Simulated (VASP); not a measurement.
# BAs (F-43m) in VASP: a series of runs

BAs is run at these levels: r2SCANh; tasks: single point.

Everything below comes from runs of VASP 6.6.1. Logs are shortened: lines on timing, memory, paths and dates and some standing lists are left out, and cuts for length are marked.

### Step 1. The cell of the first run

Symmetry: F-43m, No. 216, cubic system. The conventional cell has a = 4.745 Å, b = 4.745 Å, c = 4.745 Å, α = 90.00°, β = 90.00°, γ = 90.00°. As (site symmetry -43m) has 4 B at 2.05 Å within 2.7 Å. B (site symmetry -43m) has 4 As at 2.05 Å within 2.7 Å.

### Step 2. Single point, r2SCANh

POSCAR reads:

```
BAs
1.0
    0.0000000000      2.3724693156      2.3724693156
    2.3724693156      0.0000000000      2.3724693156
    2.3724693156      2.3724693156      0.0000000000
As B
1 1
Direct
    0.7500000000      0.7500000000      0.7500000000
    0.0000000000      0.0000000000      0.0000000000
```

INCAR.step1 reads:

```
ALGO     = Normal         # electronic algorithm
EDIFF    = 1E-5           # SCF threshold, eV
ENCUT    = 520            # plane-wave cutoff, eV
GGA      = PE             # functional
ISIF     = 2              # what is computed and relaxed
ISMEAR   = -1             # smearing method
LASPH    = True           # aspherical terms in the spheres
LCHARG   = False          # write CHGCAR
LREAL    = False          # projectors in reciprocal space
LWAVE    = True           # write WAVECAR
NBANDS   = 11             # bands
NELM     = 60             # most SCF steps
PREC     = Accurate       # precision mode
SIGMA    = 0.05           # smearing width, eV
```

INCAR.step2 reads:

```
AEXX     = 0.1            # exact-exchange fraction
ALGO     = Normal         # electronic algorithm
EDIFF    = 1E-7           # SCF threshold, eV
ENCUT    = 520            # plane-wave cutoff, eV
ISIF     = 2              # what is computed and relaxed
ISMEAR   = -1             # smearing method
ISTART   = 1            
LASPH    = True           # aspherical terms in the spheres
LCHARG   = False          # write CHGCAR
LHFCALC  = True           # exact exchange
LMIXTAU  = True         
LREAL    = False          # projectors in reciprocal space
LWAVE    = False          # write WAVECAR
METAGGA  = R2SCAN         # meta-GGA
NBANDS   = 11             # bands
NELM     = 60             # most SCF steps
PREC     = Accurate       # precision mode
PRECFOCK = Normal       
SIGMA    = 0.05           # smearing width, eV
```

KPOINTS reads:

```
k-points
0
Gamma
  5 5 5
```

Potentials or basis: VASP PAW PBE potentials, release 64 (As, B).

Run with:

```bash
cat potpaw_PBE.64/As/POTCAR potpaw_PBE.64/B/POTCAR > POTCAR
cp INCAR.step1 INCAR
mpirun -np 1 vasp_std > vasp.out
cp INCAR.step2 INCAR
mpirun -np 1 vasp_std > vasp.out
```

OUTCAR:

```text
AEXX = 0.1
   EDIFF = 1E-7
   ENCUT = 520
   ISIF = 2
   ISMEAR = -1
   ISTART = 1
   LASPH = True
   LHFCALC = True
   LREAL = False
   METAGGA = R2SCAN
   NELM = 60
   PREC = Accurate
   PRECFOCK = Normal

 ion  position               nearest neighbor table
   1  0.750  0.750  0.750-   2 2.05   2 2.05   2 2.05   2 2.05
   2  0.000  0.000  0.000-   1 2.05   1 2.05   1 2.05   1 2.05

  LATTYP: Found a face centered cubic cell.
 ALAT       =     4.7449386312

  Lattice vectors:

 A1 = (   0.0000000000,   2.3724693156,   2.3724693156)
 A2 = (   2.3724693156,   0.0000000000,   2.3724693156)
 A3 = (   2.3724693156,   2.3724693156,   0.0000000000)

Analysis of symmetry for initial positions (statically):
=====================================================================
 Subroutine PRICEL returns:
 Original cell was already a primitive cell.

 Routine SETGRP: Setting up the symmetry group for a
 face centered cubic supercell.

 Subroutine GETGRP returns: Found 24 space group operations
 (whereof 24 operations were pure point group operations)
 out of a pool of 48 trial point group operations.

The static configuration has the point symmetry T_d .

Analysis of symmetry for dynamics (positions and initial velocities):
=====================================================================
 Subroutine PRICEL returns:
 Original cell was already a primitive cell.

 Routine SETGRP: Setting up the symmetry group for a
 face centered cubic supercell.

 Subroutine GETGRP returns: Found 24 space group operations
 (whereof 24 operations were pure point group operations)
 out of a pool of 48 trial point group operations.

The dynamic configuration has the point symmetry T_d .

 Subroutine INISYM returns: Found 24 space group operations
 (whereof 24 operations are pure point group operations),
 and found     1 'primitive' translations

----------------------------------------------------------------------------------------

                                     Primitive cell

  volume of cell :      26.7074

  direct lattice vectors                    reciprocal lattice vectors
     0.000000000  2.372469316  2.372469316    -0.210750882  0.210750882  0.210750882
     2.372469316  0.000000000  2.372469316     0.210750882 -0.210750882  0.210750882
     2.372469316  2.372469316  0.000000000     0.210750882  0.210750882 -0.210750882

  length of vectors
     3.355178282  3.355178282  3.355178282     0.365031235  0.365031235  0.365031235

  position of ions in fractional coordinates (direct lattice)
     0.750000000  0.750000000  0.750000000
     0.000000000  0.000000000  0.000000000

  ion indices of the primitive-cell ions
   primitive index   ion index
                 1           1
                 2           2

----------------------------------------------------------------------------------------

 KPOINTS: k-points

Automatic generation of k-mesh.
 Grid dimensions read from file:
 generate k-points for:    5    5    5

 Generating k-lattice:

  Cartesian coordinates                     Fractional coordinates (reciprocal lattice)
    -0.042150176  0.042150176  0.042150176     0.200000000  0.000000000  0.000000000
     0.042150176 -0.042150176  0.042150176     0.000000000  0.200000000  0.000000000
     0.042150176  0.042150176 -0.042150176     0.000000000  0.000000000  0.200000000

  Length of vectors
     0.073006247  0.073006247  0.073006247

  Shift w.r.t. Gamma in fractional coordinates (k-lattice)
     0.000000000  0.000000000  0.000000000

 Subroutine IBZKPT returns following result:
 ===========================================

 Found     10 irreducible k-points:

 Following reciprocal coordinates:
            Coordinates               Weight
  0.000000  0.000000  0.000000      1.000000
  0.200000  0.000000  0.000000      8.000000
  0.400000  0.000000  0.000000      8.000000
  0.200000  0.200000  0.000000      6.000000
  0.400000  0.200000  0.000000     24.000000
 -0.400000  0.200000  0.000000     24.000000
 -0.200000  0.200000  0.000000     12.000000
  0.400000  0.400000  0.000000      6.000000
 -0.400000  0.400000  0.000000     12.000000
 -0.400000  0.400000  0.200000     24.000000
   k-points           NKPTS =     10   k-points in BZ     NKDIM =    125   number of bands    NBANDS=     11
   number of dos      NEDOS =    301   number of ions     NIONS =      2
   total plane-waves  NPLWV =  21952
   dimension x,y,z NGX =    28 NGY =   28 NGZ =   28
   dimension x,y,z NGXF=    56 NGYF=   56 NGZF=   56
   ions per type =               1   1
   NGX,Y,Z   is equivalent  to a cutoff of  13.87, 13.87, 13.87 a.u.
   NGXF,Y,Z  is equivalent  to a cutoff of  27.75, 27.75, 27.75 a.u.
 SYSTEM =  unknown system
   PREC   = accura    normal or accurate (medium, high low for compatibility)
   ISTART =      1    job   : 0-new  1-cont  2-samecut
   ICHARG =      0    charge: 1-file 2-atom 10-const
   ISPIN  =      1    spin polarized calculation?
   LNONCOLLINEAR =      F non collinear calculations
   LSORBIT =      F    spin-orbit coupling
   LASPH  =      T    aspherical Exc in radial PAW
   ENCUT  =  520.0 eV  38.22 Ry    6.18 a.u.   6.24  6.24  6.24*2*pi/ulx,y,z
   NELM   =     60;   NELMIN=  2; NELMDL=  0     # of ELM steps
   EDIFF  = 0.1E-06   stopping-criterion for ELM
   LREAL  =      F    real-space projection
   EDIFFG = 0.1E-05   stopping-criterion for IOM
   NSW    =      0    number of steps for IOM
   IBRION =     -1    ionic relax: 0-MD 1-quasi-New 2-CG
   NFREE  =      0    steps in history (QN), initial steepest desc. (CG)
   ISIF   =      2    stress and relaxation
   ISYM   =      3    0-nonsym 1-usesym 2-fastsym
   POTIM  = 0.5000    time-step for ionic-motion
   TEBEG  =    0.0;   TEEND  =   0.0 temperature during run
   PSTRESS=    0.0 pullay stress
   NELECT =       8.0000    total number of electrons
   NUPDOWN=      -1.0000    fix difference up-down
   EMIN   =  10.00;   EMAX   =-10.00  energy-range for DOS
   EFERMI =   0.00;   METHOD = LEGACY
   ISMEAR =    -1;   SIGMA  =   0.05  broadening in eV -4-tet -1-fermi 0-gaus
   EFERMI_NEDOS =   21; number of points for ismear=-14 and -15
   IALGO  =     38    algorithm
   IMIX   =      1    mixing-type and parameters
     AMIX     =   0.40;   BMIX     =  1.00
     AMIX_MAG =   1.60;   BMIX_MAG =  1.00
  volume/ion in A,a.u.               =      13.35        90.12
  Fermi-wavevector in a.u.,A,eV,Ry     =   1.095370  2.069949 16.324756  1.199836
  Thomas-Fermi vector in A             =   2.231692
   LORBIT       =      0    0 simple, 1 ext, 2 COOP (PROOUT), +10 PAW based schemes
   METAGGA = R2SCAN    functional components
   LHFCALC =     T    Hartree Fock is set to
   PRECFOCK=normal    Normal, Fast or Accurate (Low or Medium for compatibility)
   ENCUT4O =  -1.0   cutoff for four orbital integrals eV
   NKREDX  =     1    reduce k-point grid by
   NKREDY  =     1    reduce k-point grid by
   NKREDZ  =     1    reduce k-point grid by
   AEXX    =    0.1000 exact exchange contribution
   HFSCREEN=    0.0000 screening length (either q_TF or 0.3 A-1)
   HFSCREENC=   0.0000 screening length for correlation (either q_TF or 0.3 A-1)
   ENCUTFOCK=  -1.0 apply spherical cutoff to Coloumb kernel
   IVDW    =     0    specifies the selected vdW correction
   LEPSILON=     F    determine dielectric tensor
   LRPA    =     F    only Hartree local field effects (RPA)
 non-spin polarized calculation
  energy-cutoff  :      520.00
  volume of cell :       26.71
 maximum number of plane-waves:       728
 NGX is ok and might be reduce to    28
  NGX = 20; NGY = 20; NGZ = 20

 number of electron       8.0000000 magnetization

 Free energy of the ion-electron system (eV)
  ---------------------------------------------------
  ext. energy  EPLUGINS =         0.00000000
  ---------------------------------------------------
  free energy    TOTEN  =       -22.25798446 eV

  energy without entropy =      -22.25798446  energy(sigma->0) =      -22.25798446

 E-fermi :   6.8895     XC(G=0): -10.2311

 val. band max:        5.9806849006   @ k =   0.0000   0.0000   0.0000
 cond. band min:       7.8382897376   @ k =   0.4000   0.4000   0.0000
 fundamental gap:      1.8576048370
 Fermi energy:         6.8894733962

 k-point     1 :       0.0000    0.0000    0.0000
  band No.  band energies     occupation
      1     -10.9244      2.00000
      2       5.9807      2.00000
      3       5.9807      2.00000
      4       5.9807      2.00000
      5      10.0236      0.00000
      6      10.0236      0.00000
      7      10.0236      0.00000
      8      12.0857      0.00000
      9      17.0560      0.00000
     10      20.1582      0.00000
     11      20.1582      0.00000

 k-point     2 :       0.2000    0.0000    0.0000
  band No.  band energies     occupation
      1     -10.2080      2.00000
      2       1.8554      2.00000
      3       5.0049      2.00000
      4       5.0049      2.00000
      5      10.1714      0.00000
      6      11.2629      0.00000
      7      11.2629      0.00000
      8      14.6193      0.00000
      9      18.3479      0.00000
     10      18.3479      0.00000
     11      18.7514      0.00000

 k-point     3 :       0.4000    0.0000    0.0000
  band No.  band energies     occupation
      1      -8.3289      2.00000
      2      -2.7799      2.00000
      3       4.0664      2.00000
      4       4.0664      2.00000
      5       9.7257      0.00000
      6      11.7074      0.00000
      7      11.7074      0.00000
      8      16.2724      0.00000
      9      19.7362      0.00000
     10      20.5935      0.00000
     11      20.5935      0.00000
[... 71 lines left out ...]
 k-point     9 :      -0.4000    0.4000    0.0000
  band No.  band energies     occupation
      1      -6.1644      2.00000
      2      -3.2543      2.00000
      3      -0.2292      2.00000
      4       1.8625      2.00000
      5       8.5466      0.00000
      6      11.3364      0.00000
      7      17.3729      0.00000
      8      17.8019      0.00000
      9      18.9322      0.00000
     10      21.6639      0.00000
     11      24.7805      0.00000

 k-point    10 :      -0.4000    0.4000    0.2000
  band No.  band energies     occupation
      1      -6.7641      2.00000
      2      -2.4957      2.00000
      3      -0.0551      2.00000
      4       1.3784      2.00000
      5      11.3826      0.00000
      6      12.3543      0.00000
      7      13.2113      0.00000
      8      17.1819      0.00000
      9      18.6351      0.00000
     10      21.8102      0.00000
     11      24.6526      0.00000

------------------------ aborting loop because EDIFF is reached ----------------------------------------

  FORCE on cell =-STRESS in cart. coord.  units (eV):
  Direction    XX          YY          ZZ          XY          YZ          ZX
  --------------------------------------------------------------------------------------
  -------------------------------------------------------------------------------------
  Total        0.4910081      0.4910081      0.4910081      0.0000000     -0.0000000     -0.0000000
  in kB       29.4555687     29.4555687     29.4555687      0.0000000     -0.0000000     -0.0000000
  external PRESSURE =      29.4555687 kB  Pullay stress =       0.0000000 kB

 VOLUME and BASIS-vectors are now :
 -----------------------------------------------------------------------------
  energy-cutoff  :      520.00
  volume of cell :       26.71
      direct lattice vectors                 reciprocal lattice vectors
     0.000000000  2.372469316  2.372469316    -0.210750882  0.210750882  0.210750882
     2.372469316  0.000000000  2.372469316     0.210750882 -0.210750882  0.210750882
     2.372469316  2.372469316  0.000000000     0.210750882  0.210750882 -0.210750882

 POSITION                                       TOTAL-FORCE (eV/Angst)
 -----------------------------------------------------------------------------------
      3.55870      3.55870      3.55870         0.000000      0.000000      0.000000
      0.00000      0.00000      0.00000        -0.000000     -0.000000     -0.000000
 -----------------------------------------------------------------------------------
    total drift:                                0.000000      0.000000      0.000000

  FREE ENERGIE OF THE ION-ELECTRON SYSTEM (eV)
  ---------------------------------------------------
  free  energy   TOTEN  =       -22.2579844567 eV

  energy  without entropy=      -22.2579844555  energy(sigma->0) =      -22.25798446
```

It took 7 min on 1 thread of Intel Xeon Platinum 8375C at 2.90GHz (Ice Lake), shared host; peak memory 0.17 GiB.

Results:

* Free energy: -22.2580 eV
* Pressure: 2.9 GPa
* Band gap on the k mesh: 1.86 eV (least direct gap 4.04 eV)

Caveat: the k points lie up to 0.46 Å⁻¹ apart; the PAW data sets were made with another functional, which shifts forces and pressure a little; an odd mesh through Γ misses points on the zone boundary, where band edges can lie.

### Step 3. Single point, r2SCANh

This run uses another cell than the first one, of 13.90 Å³/atom.

POSCAR reads:

```
BAs
1.0
    0.0000000000      2.4043183418      2.4043183418
    2.4043183418      0.0000000000      2.4043183418
    2.4043183418      2.4043183418      0.0000000000
As B
1 1
Direct
    0.7500000000      0.7500000000      0.7500000000
    0.0000000000      0.0000000000      0.0000000000
```

INCAR.step1 reads:

```
ALGO     = Normal         # electronic algorithm
EDIFF    = 1E-5           # SCF threshold, eV
ENCUT    = 520            # plane-wave cutoff, eV
GGA      = PE             # functional
ISIF     = 2              # what is computed and relaxed
ISMEAR   = -1             # smearing method
LASPH    = T              # aspherical terms in the spheres
LCHARG   = F              # write CHGCAR
LREAL    = F              # projectors in reciprocal space
LWAVE    = T              # write WAVECAR
NBANDS   = 11             # bands
NELM     = 100            # most SCF steps
PREC     = Accurate       # precision mode
SIGMA    = 0.05           # smearing width, eV
```

INCAR.step2 reads:

```
AEXX     = 0.1            # exact-exchange fraction
ALGO     = Normal         # electronic algorithm
EDIFF    = 1E-6           # SCF threshold, eV
ENCUT    = 520            # plane-wave cutoff, eV
ISIF     = 2              # what is computed and relaxed
ISMEAR   = -1             # smearing method
ISTART   = 1            
LASPH    = T              # aspherical terms in the spheres
LCHARG   = F              # write CHGCAR
LHFCALC  = T              # exact exchange
LMIXTAU  = T            
LREAL    = F              # projectors in reciprocal space
LWAVE    = F              # write WAVECAR
METAGGA  = R2SCAN         # meta-GGA
NBANDS   = 11             # bands
NELM     = 100            # most SCF steps
PREC     = Accurate       # precision mode
PRECFOCK = Normal       
SIGMA    = 0.05           # smearing width, eV
```

KPOINTS is that of step 2.

Potentials or basis: VASP PAW PBE potentials, release 64 (As, B).

Run with:

```bash
cat potpaw_PBE.64/As/POTCAR potpaw_PBE.64/B/POTCAR > POTCAR
cp INCAR.step1 INCAR
mpirun -np 1 vasp_std > vasp.out
cp INCAR.step2 INCAR
mpirun -np 1 vasp_std > vasp.out
```

Wall time 5.4 min (1 thread of Intel Xeon Platinum 8375C at 2.90GHz (Ice Lake), shared host); peak memory 0.17 GiB.

It converged, with:

* Free energy: -22.2577 eV
* Pressure: -2.9 GPa
* Band gap on the k mesh: 1.90 eV (least direct gap 4.00 eV)

Levels at points of the mesh, in eV from the valence-band top:
```tsv
k point	band 1	band 2	band 3	band 4	band 5	band 6	band 7	band 8	band 9
(0.00, 0.00, 0.00)	-16.52	0.00	0.00	0.00	4.00	4.00	4.00	5.55	10.85
```

Caveat: the k points lie up to 0.45 Å⁻¹ apart; the PAW data sets were made with another functional, which shifts forces and pressure a little; an odd mesh through Γ misses points on the zone boundary, where band edges can lie.

### Step 4. Single point, r2SCANh

This run uses another cell than the first one, of 14.17 Å³/atom.

POSCAR reads:

```
BAs
1.0
    0.0000000000      2.4199312360      2.4199312360
    2.4199312360      0.0000000000      2.4199312360
    2.4199312360      2.4199312360      0.0000000000
As B
1 1
Direct
    0.7500000000      0.7500000000      0.7500000000
    0.0000000000      0.0000000000      0.0000000000
```

INCAR.step1 reads:

```
PREC = Accurate ; ENCUT = 520
EDIFF = 1E-5 ; ISMEAR = -1
SIGMA = 0.05 ; LREAL = F
LASPH = T ; NELM = 100
ALGO = Normal ; ISIF = 2
LWAVE = T ; LCHARG = F
NBANDS = 11 ; GGA = PE
```

INCAR.step2 reads:

```
PREC = Accurate ; ENCUT = 520
EDIFF = 1E-6 ; ISMEAR = -1
SIGMA = 0.05 ; LREAL = F
LASPH = T ; NELM = 100
ALGO = Normal ; ISIF = 2
LWAVE = F ; LCHARG = F
METAGGA = R2SCAN ; LHFCALC = T
AEXX = 0.1 ; LMIXTAU = T
PRECFOCK = Normal ; NBANDS = 11
ISTART = 1
```

KPOINTS reads:

```
Automatic mesh
0
Gamma
  5 5 5
```

Run with:

```bash
cat potpaw_PBE.64/As/POTCAR potpaw_PBE.64/B/POTCAR > POTCAR
cp INCAR.step1 INCAR
mpirun -np 1 vasp_std > vasp.out
cp INCAR.step2 INCAR
mpirun -np 1 vasp_std > vasp.out
```

Run time: 5.2 min. Hardware: 1 thread of Intel Xeon Platinum 8375C at 2.90GHz (Ice Lake), shared host; peak memory 0.17 GiB.

It converged, with:

```
Free energy            : -22.2436 eV
Pressure               : -5.4 GPa
Band gap on the k mesh : 1.92 eV (least direct gap 3.97 eV)
```

Levels at points of the mesh, in eV from the valence-band top:
```tsv
k point	band 1	band 2	band 3	band 4	band 5	band 6	band 7	band 8
(0.00, 0.00, 0.00)	-16.33	0.00	0.00	0.00	3.97	3.97	3.97	5.29
```

Caveat: the k points lie up to 0.45 Å⁻¹ apart; the PAW data sets were made with another functional, which shifts forces and pressure a little; an odd mesh through Γ misses points on the zone boundary, where band edges can lie.

### Step 5. The runs side by side

| cell | gap on the mesh (eV) | pressure (GPa) |
| --- | --- | --- |
| a = 3.355 Å, angles 60.0°, 2 atoms | 1.86 | 2.9 |
| a = 3.400 Å, angles 60.0°, 2 atoms | 1.90 | -2.9 |
| a = 3.422 Å, angles 60.0°, 2 atoms | 1.92 | -5.4 |

Alike in all rows: task single point; level r2SCANh; potentials or basis VASP PAW PBE potentials, release 64 (As, B); no spin polarisation; k mesh 5 × 5 × 5; cutoff (eV) 520; smearing fermi-dirac 0.05 eV.

Caveats: all runs use coarse meshes; the PAW data sets were made with another functional, which shifts forces and pressure a little; an odd mesh through Γ misses points on the zone boundary, where band edges can lie.

Total energies depend on the potentials used, so only differences within one code and one set of settings carry meaning.
